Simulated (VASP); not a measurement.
# B in VASP: notebook

Runs on B. Level: PBE. Tasks: single point, relaxation of cell and atoms.

Program: VASP 6.6.1. These are calculated values, not measurements. Logs are shortened: lines on timing, memory, paths and dates and some standing lists are left out, and cuts for length are marked.

## 1. The cell of the first run

The typed cell holds 1 atom: a = 2.233 Å, b = 2.233 Å, c = 2.233 Å, α = 137.48°, β = 97.61°, γ = 97.50°.

The cell was generated, and may not be a known phase.

## 2. Single point, PBE

Contents of INCAR:

```
ALGO = Normal
EDIFF = 1E-6
ENCUT = 520
GGA = PE
ISIF = 2
ISMEAR = 0
LASPH = T
LCHARG = T
LELF = T
LREAL = F
LVHAR = T
LWAVE = F
NBANDS = 8
NELM = 60
PREC = Accurate
SIGMA = 0.1
```

Contents of KPOINTS:

```
k-points
0
Gamma
  10 10 10
```

Contents of POSCAR:

```
B
1.0
   -0.8097199022      1.4707603131      1.4724282803
    0.8097199022     -1.4707603131      1.4724282803
    0.8097199022      1.4707603131     -1.4724282803
B
1
Direct
    0.0000000000      0.0000000000      0.0000000000
```

Potentials or basis: VASP PAW PBE potentials, release 64 (B).

On the command line:

```console
> cat potpaw_PBE.64/B/POTCAR > POTCAR
> mpirun -np 1 vasp_std > vasp.out
```

OUTCAR:

```text
EDIFF = 1E-6
   ENCUT = 520
   GGA = PE
   ISIF = 2
   ISMEAR = 0
   LASPH = T
   LREAL = F
   NELM = 60
   PREC = Accurate

 ion  position               nearest neighbor table
   1  0.000  0.000  0.000-

  LATTYP: Found a body centered orthorhombic cell.
 ALAT       =     1.6194398044
 B/A-ratio  =     1.8163815773
 C/A-ratio  =     1.8184415084

  Lattice vectors:

 A1 = (  -0.8097199022,   1.4707603131,   1.4724282803)
 A2 = (   0.8097199022,  -1.4707603131,   1.4724282803)
 A3 = (   0.8097199022,   1.4707603131,  -1.4724282803)

Analysis of symmetry for initial positions (statically):
=====================================================================
 Subroutine PRICEL returns:
 Original cell was already a primitive cell.

 Routine SETGRP: Setting up the symmetry group for a
 body centered orthorhombic supercell.

 Subroutine GETGRP returns: Found  8 space group operations
 (whereof  8 operations were pure point group operations)
 out of a pool of  8 trial point group operations.

The static configuration has the point symmetry D_2h.

Analysis of symmetry for dynamics (positions and initial velocities):
=====================================================================
 Subroutine PRICEL returns:
 Original cell was already a primitive cell.

 Routine SETGRP: Setting up the symmetry group for a
 body centered orthorhombic supercell.

 Subroutine GETGRP returns: Found  8 space group operations
 (whereof  8 operations were pure point group operations)
 out of a pool of  8 trial point group operations.

The dynamic configuration has the point symmetry D_2h.

 Subroutine INISYM returns: Found  8 space group operations
 (whereof  8 operations are pure point group operations),
 and found     1 'primitive' translations

----------------------------------------------------------------------------------------

                                     Primitive cell

  volume of cell :       7.0141

  direct lattice vectors                    reciprocal lattice vectors
    -0.809719902  1.470760313  1.472428280     0.000000000  0.339960220  0.339575113
     0.809719902 -1.470760313  1.472428280     0.617497481  0.000000000  0.339575113
     0.809719902  1.470760313 -1.472428280     0.617497481  0.339960220  0.000000000

  length of vectors
     2.233120521  2.233120521  2.233120521     0.480504120  0.704708732  0.704894383

  position of ions in fractional coordinates (direct lattice)
     0.000000000  0.000000000  0.000000000

  ion indices of the primitive-cell ions
   primitive index   ion index
                 1           1

----------------------------------------------------------------------------------------

 KPOINTS: k-points

Automatic generation of k-mesh.
 Grid dimensions read from file:
 generate k-points for:   10   10   10

 Generating k-lattice:

  Cartesian coordinates                     Fractional coordinates (reciprocal lattice)
     0.000000000  0.033996022  0.033957511     0.100000000  0.000000000  0.000000000
     0.061749748  0.000000000  0.033957511     0.000000000  0.100000000 -0.000000000
     0.061749748  0.033996022  0.000000000     0.000000000 -0.000000000  0.100000000

  Length of vectors
     0.048050412  0.070470873  0.070489438

  Shift w.r.t. Gamma in fractional coordinates (k-lattice)
     0.000000000  0.000000000  0.000000000

 Subroutine IBZKPT returns following result:
 ===========================================

 Found    171 irreducible k-points:

 Following reciprocal coordinates:
            Coordinates               Weight
  0.000000  0.000000  0.000000      1.000000
  0.100000 -0.000000  0.000000      4.000000
  0.200000 -0.000000  0.000000      4.000000
  0.300000 -0.000000  0.000000      4.000000
  0.400000 -0.000000  0.000000      4.000000
  0.500000 -0.000000  0.000000      2.000000
[... 16 lines left out ...]
 -0.400000  0.200000 -0.000000      8.000000
 -0.300000  0.200000 -0.000000      8.000000
 [... further k-points ...]
   k-points           NKPTS =    171   k-points in BZ     NKDIM =    171   number of bands    NBANDS=      8
   number of dos      NEDOS =    301   number of ions     NIONS =      1
   total plane-waves  NPLWV =   5832
   dimension x,y,z NGX =    18 NGY =   18 NGZ =   18
   dimension x,y,z NGXF=    36 NGYF=   36 NGZF=   36
   ions per type =               1
   NGX,Y,Z   is equivalent  to a cutoff of  13.40, 13.40, 13.40 a.u.
   NGXF,Y,Z  is equivalent  to a cutoff of  26.80, 26.80, 26.80 a.u.
 SYSTEM =  unknown system
   PREC   = accura    normal or accurate (medium, high low for compatibility)
   ISTART =      0    job   : 0-new  1-cont  2-samecut
   ICHARG =      2    charge: 1-file 2-atom 10-const
   ISPIN  =      1    spin polarized calculation?
   LNONCOLLINEAR =      F non collinear calculations
   LSORBIT =      F    spin-orbit coupling
   LASPH  =      T    aspherical Exc in radial PAW
   ENCUT  =  520.0 eV  38.22 Ry    6.18 a.u.   4.15  4.15  4.15*2*pi/ulx,y,z
   NELM   =     60;   NELMIN=  2; NELMDL= -5     # of ELM steps
   EDIFF  = 0.1E-05   stopping-criterion for ELM
   LREAL  =      F    real-space projection
   EDIFFG = 0.1E-04   stopping-criterion for IOM
   NSW    =      0    number of steps for IOM
   IBRION =     -1    ionic relax: 0-MD 1-quasi-New 2-CG
   NFREE  =      0    steps in history (QN), initial steepest desc. (CG)
   ISIF   =      2    stress and relaxation
   ISYM   =      2    0-nonsym 1-usesym 2-fastsym
   POTIM  = 0.5000    time-step for ionic-motion
   TEBEG  =    0.0;   TEEND  =   0.0 temperature during run
   PSTRESS=    0.0 pullay stress
   NELECT =       3.0000    total number of electrons
   NUPDOWN=      -1.0000    fix difference up-down
   EMIN   =  10.00;   EMAX   =-10.00  energy-range for DOS
   EFERMI =   0.00;   METHOD = LEGACY
   ISMEAR =     0;   SIGMA  =   0.10  broadening in eV -4-tet -1-fermi 0-gaus
   EFERMI_NEDOS =   21; number of points for ismear=-14 and -15
   IALGO  =     38    algorithm
   IMIX   =      4    mixing-type and parameters
     AMIX     =   0.40;   BMIX     =  1.00
     AMIX_MAG =   1.60;   BMIX_MAG =  1.00
  volume/ion in A,a.u.               =       7.01        47.33
  Fermi-wavevector in a.u.,A,eV,Ry     =   1.233460  2.330901 20.700214  1.521423
  Thomas-Fermi vector in A             =   2.368189
   LORBIT       =      0    0 simple, 1 ext, 2 COOP (PROOUT), +10 PAW based schemes
   GGA     = PE    functional components
   LHFCALC =     F    Hartree Fock is set to
   AEXX    =    0.0000 exact exchange contribution
   IVDW    =     0    specifies the selected vdW correction
   LEPSILON=     F    determine dielectric tensor
   LRPA    =     F    only Hartree local field effects (RPA)
 non-spin polarized calculation
 Gauss-broadening in eV      SIGMA  =   0.10
  energy-cutoff  :      520.00
  volume of cell :        7.01
 maximum number of plane-waves:       199
 NGX is ok and might be reduce to    18
   NGX =  9   NGY =  9   NGZ =  9

 number of electron       3.0000000 magnetization

 Free energy of the ion-electron system (eV)
  ---------------------------------------------------
  ext. energy  EPLUGINS =         0.00000000
  ---------------------------------------------------
  free energy    TOTEN  =        -5.86419746 eV

  energy without entropy =       -5.86251780  energy(sigma->0) =       -5.86335763

 E-fermi :   7.6024     XC(G=0): -12.0769

 val. band max:        7.5952015112   @ k =  -0.4000  -0.4000   0.4000
 cond. band min:       7.6087597486   @ k =   0.4000  -0.4000   0.2000
 fundamental gap:      0.0135582374
 Fermi energy:         7.6023852639

 k-point     1 :       0.0000    0.0000    0.0000
  band No.  band energies     occupation
      1      -8.8031      2.00000
      2      14.8831      0.00000
      3      14.8927      0.00000
      4      25.1422      0.00000
      5      28.2384      0.00000
      6      33.9835      0.00000
      7      51.4528      0.00000
      8      51.5557      0.00000

 k-point     2 :       0.1000   -0.0000    0.0000
  band No.  band energies     occupation
      1      -8.5194      2.00000
      2      12.7642      0.00000
      3      15.0967      0.00000
      4      26.6335      0.00000
      5      29.4422      0.00000
      6      33.8312      0.00000
      7      47.7533      0.00000
      8      49.6320      0.00000

 k-point     3 :       0.2000   -0.0000    0.0000
  band No.  band energies     occupation
      1      -7.6687      2.00000
      2       8.8535      0.00000
      3      15.6829      0.00000
      4      27.9787      0.00000
      5      33.4156      0.00000
      6      33.4497      0.00000
      7      42.9986      0.00000
      8      46.5029      0.00000

 k-point     4 :       0.3000   -0.0000    0.0000
  band No.  band energies     occupation
      1      -6.2516      2.00000
      2       4.9089      2.00000
      3      16.5085      0.00000
      4      29.2852      0.00000
      5      33.0092      0.00000
      6      36.4243      0.00000
      7      39.0541      0.00000
      8      45.6680      0.00000

 k-point     5 :       0.4000   -0.0000    0.0000
  band No.  band energies     occupation
      1      -4.2712      2.00000
      2       1.3400      2.00000
      3      17.2912      0.00000
      4      30.9763      0.00000
      5      32.6743      0.00000
      6      35.4409      0.00000
      7      36.3701      0.00000
      8      49.4856      0.00000
[... 177 lines left out ...]
 k-point    22 :       0.5000    0.2000    0.0000
  band No.  band energies     occupation
      1      -2.3179      2.00000
      2       3.3569      2.00000
      3      17.1143      0.00000
      4      23.5482      0.00000
      5      30.6393      0.00000
      6      38.1070      0.00000
      7      39.3022      0.00000
      8      43.0860      0.00000

 k-point    23 :      -0.4000    0.2000   -0.0000
  band No.  band energies     occupation
      1      -4.2650      2.00000
      2       6.8718      2.00000
      3      16.2551      0.00000
      4      23.6845      0.00000
      5      32.4804      0.00000
      6      36.9531      0.00000
      7      39.0899      0.00000
      8      43.9183      0.00000

 k-point    24 :      -0.3000    0.2000   -0.0000
  band No.  band energies     occupation
      1      -5.6678      2.00000
      2      10.7508      0.00000
      3      15.4026      0.00000
      4      23.8030      0.00000
      5      33.4492      0.00000
      6      35.2056      0.00000
      7      39.8954      0.00000
      8      45.0325      0.00000

 [... further k-points ...]

------------------------ aborting loop because EDIFF is reached ----------------------------------------

  FORCE on cell =-STRESS in cart. coord.  units (eV):
  Direction    XX          YY          ZZ          XY          YZ          ZX
  --------------------------------------------------------------------------------------
  -------------------------------------------------------------------------------------
  Total       -0.0104052     -0.0143479     -0.0130579      0.0000000      0.0000000      0.0000000
  in kB       -2.3767823     -3.2773880     -2.9827269      0.0000000      0.0000000      0.0000000
  external PRESSURE =      -2.8789657 kB  Pullay stress =       0.0000000 kB

 VOLUME and BASIS-vectors are now :
 -----------------------------------------------------------------------------
  energy-cutoff  :      520.00
  volume of cell :        7.01
      direct lattice vectors                 reciprocal lattice vectors
    -0.809719902  1.470760313  1.472428280     0.000000000  0.339960220  0.339575113
     0.809719902 -1.470760313  1.472428280     0.617497481  0.000000000  0.339575113
     0.809719902  1.470760313 -1.472428280     0.617497481  0.339960220  0.000000000

 POSITION                                       TOTAL-FORCE (eV/Angst)
 -----------------------------------------------------------------------------------
      0.00000      0.00000      0.00000        -0.000000      0.000000      0.000000
 -----------------------------------------------------------------------------------
    total drift:                               -0.000000      0.000000      0.000000

  FREE ENERGIE OF THE ION-ELECTRON SYSTEM (eV)
  ---------------------------------------------------
  free  energy   TOTEN  =        -5.8641974622 eV

  energy  without entropy=       -5.8625178016  energy(sigma->0) =       -5.86335763
```

It took 12 s on 1 thread of Intel Xeon 8259CL, shared host; peak memory 0.12 GiB.

What came out:

```yaml
Free_energy: -5.8642 eV
Pressure: -0.3 GPa
Band_gap_on_the_k_mesh: zero (an odd number of electrons rules out a gap without spin polarisation)
```

Caveat: the k points lie up to 0.44 Å⁻¹ apart, too coarse for converged energies and pressures of a metal.

## 3. Single point, PBE

This run uses another cell than the first one, of 7.61 Å³/atom.

Contents of INCAR:

```
PREC = Accurate
ENCUT = 520
EDIFF = 1E-6
ISMEAR = 0
SIGMA = 0.1
LREAL = F
LASPH = T
NELM = 100
ALGO = Normal
ISIF = 2
LWAVE = F
LCHARG = F
GGA = PE
NBANDS = 8
```

Contents of KPOINTS:

```
Automatic mesh
0
Gamma
  10 10 10
```

Contents of POSCAR:

```
B
1.0
   -1.1229705300      1.1611825400      1.4594600200
    1.1229705300     -1.1611825400      1.4594600200
    1.1229705300      1.1611825400     -1.4594600200
B
1
Direct
    0.0000000000      0.0000000000      0.0000000000
```

Potentials or basis: VASP PAW PBE potentials, release 64 (B).

On the command line:

```console
> cat potpaw_PBE.64/B/POTCAR > POTCAR
> mpirun -np 1 vasp_std > vasp.out
```

OUTCAR:

```text
PREC = Accurate
   ENCUT = 520
   EDIFF = 1E-6
   ISMEAR = 0
   LREAL = F
   LASPH = T
   NELM = 100
   ISIF = 2
   GGA = PE

 ion  position               nearest neighbor table
   1  0.000  0.000  0.000-

  LATTYP: Found a body centered orthorhombic cell.
 ALAT       =     2.2459410600
 B/A-ratio  =     1.0340276160
 C/A-ratio  =     1.2996423156

  Lattice vectors:

 A1 = (  -1.1229705300,   1.1611825400,   1.4594600200)
 A2 = (   1.1229705300,  -1.1611825400,   1.4594600200)
 A3 = (   1.1229705300,   1.1611825400,  -1.4594600200)

Analysis of symmetry for initial positions (statically):
=====================================================================
 Subroutine PRICEL returns:
 Original cell was already a primitive cell.

 Routine SETGRP: Setting up the symmetry group for a
 body centered orthorhombic supercell.

 Subroutine GETGRP returns: Found  8 space group operations
 (whereof  8 operations were pure point group operations)
 out of a pool of  8 trial point group operations.

The static configuration has the point symmetry D_2h.

Analysis of symmetry for dynamics (positions and initial velocities):
=====================================================================
 Subroutine PRICEL returns:
 Original cell was already a primitive cell.

 Routine SETGRP: Setting up the symmetry group for a
 body centered orthorhombic supercell.

 Subroutine GETGRP returns: Found  8 space group operations
 (whereof  8 operations were pure point group operations)
 out of a pool of  8 trial point group operations.

The dynamic configuration has the point symmetry D_2h.

 Subroutine INISYM returns: Found  8 space group operations
 (whereof  8 operations are pure point group operations),
 and found     1 'primitive' translations

[... 112 lines left out ...]
     AMIX_MAG =   1.60;   BMIX_MAG =  1.00
  volume/ion in A,a.u.               =       7.61        51.37
  Fermi-wavevector in a.u.,A,eV,Ry     =   1.200259  2.268160 19.600841  1.440621
  Thomas-Fermi vector in A             =   2.336100
   LORBIT       =      0    0 simple, 1 ext, 2 COOP (PROOUT), +10 PAW based schemes
   GGA     = PE    functional components
   LHFCALC =     F    Hartree Fock is set to
   AEXX    =    0.0000 exact exchange contribution
   IVDW    =     0    specifies the selected vdW correction
   LEPSILON=     F    determine dielectric tensor
   LRPA    =     F    only Hartree local field effects (RPA)
 non-spin polarized calculation
 Gauss-broadening in eV      SIGMA  =   0.10
  energy-cutoff  :      520.00
  volume of cell :        7.61
 maximum number of plane-waves:       214
   NGX =  9   NGY =  9   NGZ =  9

 number of electron       3.0000000 magnetization

 Free energy of the ion-electron system (eV)
  ---------------------------------------------------
  ext. energy  EPLUGINS =         0.00000000
  ---------------------------------------------------
  free energy    TOTEN  =        -5.04739293 eV

  energy without entropy =       -5.04641355  energy(sigma->0) =       -5.04690324

 E-fermi :   7.4810     XC(G=0): -11.9763

 val. band max:        7.4348455064   @ k =   0.3000   0.4000   0.1000
 cond. band min:       7.5564609387   @ k =   0.5000  -0.4000   0.1000
 fundamental gap:      0.1216154323
 Fermi energy:         7.4809972903

 k-point     1 :       0.0000    0.0000    0.0000
  band No.  band energies     occupation
      1      -8.6879      2.00000
      2      19.9288      0.00000
      3      20.1327      0.00000
      4      20.6362      0.00000
      5      34.7638      0.00000
      6      36.5598      0.00000
      7      36.7215      0.00000
      8      39.6116      0.00000
[... 243 lines left out ...]
 k-point    24 :      -0.3000    0.2000    0.0000
  band No.  band energies     occupation
      1      -5.4994      2.00000
      2      13.8977      0.00000
      3      16.4228      0.00000
      4      16.5460      0.00000
      5      27.8121      0.00000
      6      29.4395      0.00000
      7      41.2962      0.00000
      8      44.8322      0.00000

 [... further k-points ...]

------------------------ aborting loop because EDIFF is reached ----------------------------------------

  FORCE on cell =-STRESS in cart. coord.  units (eV):
  Direction    XX          YY          ZZ          XY          YZ          ZX
  --------------------------------------------------------------------------------------
  -------------------------------------------------------------------------------------
  Total       -2.4038661     -1.7154966     -1.5302883      0.0000000      0.0000000      0.0000000
  in kB     -505.9409168   -361.0600142   -322.0792740      0.0000000      0.0000000      0.0000000
  external PRESSURE =    -396.3600683 kB  Pullay stress =       0.0000000 kB

 VOLUME and BASIS-vectors are now :
 -----------------------------------------------------------------------------
  energy-cutoff  :      520.00
  volume of cell :        7.61
      direct lattice vectors                 reciprocal lattice vectors
    -1.122970530  1.161182540  1.459460020     0.000000000  0.430595520  0.342592461
     1.122970530 -1.161182540  1.459460020     0.445247659  0.000000000  0.342592461
     1.122970530  1.161182540 -1.459460020     0.445247659  0.430595520  0.000000000

 POSITION                                       TOTAL-FORCE (eV/Angst)
 -----------------------------------------------------------------------------------
      0.00000      0.00000      0.00000         0.000000      0.000000     -0.000000
 -----------------------------------------------------------------------------------
    total drift:                                0.000000      0.000000      0.000000

  FREE ENERGIE OF THE ION-ELECTRON SYSTEM (eV)
  ---------------------------------------------------
  free  energy   TOTEN  =        -5.0473929298 eV

  energy  without entropy=       -5.0464135523  energy(sigma->0) =       -5.04690324
```

OSZICAR:

```text
N       E                     dE             d eps       ncg     rms          rms(c)
DAV:   1    -0.333531087512E+01   -0.33353E+01   -0.14761E+03  2896   0.291E+02
DAV:   2    -0.504696249091E+01   -0.17117E+01   -0.16446E+01  3744   0.307E+01
DAV:   3    -0.504944047543E+01   -0.24780E-02   -0.24766E-02  2920   0.128E+00
DAV:   4    -0.504944059257E+01   -0.11714E-06   -0.11724E-06  4080   0.882E-03
DAV:   5    -0.504944059371E+01   -0.11415E-08   -0.34398E-11  2944   0.246E-05    0.122E+00
DAV:   6    -0.504815442171E+01    0.12862E-02   -0.48953E-04  3176   0.196E-01    0.728E-01
DAV:   7    -0.504739245986E+01    0.76196E-03   -0.13525E-03  3288   0.324E-01    0.455E-02
DAV:   8    -0.504739351183E+01   -0.10520E-05   -0.65839E-06  2992   0.195E-02    0.439E-03
DAV:   9    -0.504739292980E+01    0.58203E-06   -0.10946E-07  2168   0.316E-03
   1 F= -.50473929E+01 E0= -.50469032E+01  d E =-.979378E-03
```

stdout:

```text
POSCAR found type information on POSCAR B
 POSCAR found :  1 types and       1 ions
 scaLAPACK will be used
 LDA part: xc-table for (Slater+PW92), standard interpolation
 POSCAR, INCAR and KPOINTS ok, starting setup
 FFT: planning ... GRIDC
 FFT: planning ... GRID_SOFT
 FFT: planning ... GRID
 WAVECAR not read
 entering main loop
```

It took 6.2 s on 1 thread of Intel Xeon 8259CL, shared host; peak memory 0.11 GiB.

What came out:

```yaml
Free_energy: -5.0474 eV
Pressure: -39.6 GPa
Band_gap_on_the_k_mesh: zero (an odd number of electrons rules out a gap without spin polarisation)
```

Stress tensor (GPa, compression positive):
```
-50.59   0.00   0.00
  0.00 -36.11   0.00
  0.00   0.00 -32.21
```

Caveat: the stress differs along the axes, from -51 to -32 GPa.

[end of part 1 of 2]

The gap in the log of VASP goes by the Fermi energy; the results here count the filled bands.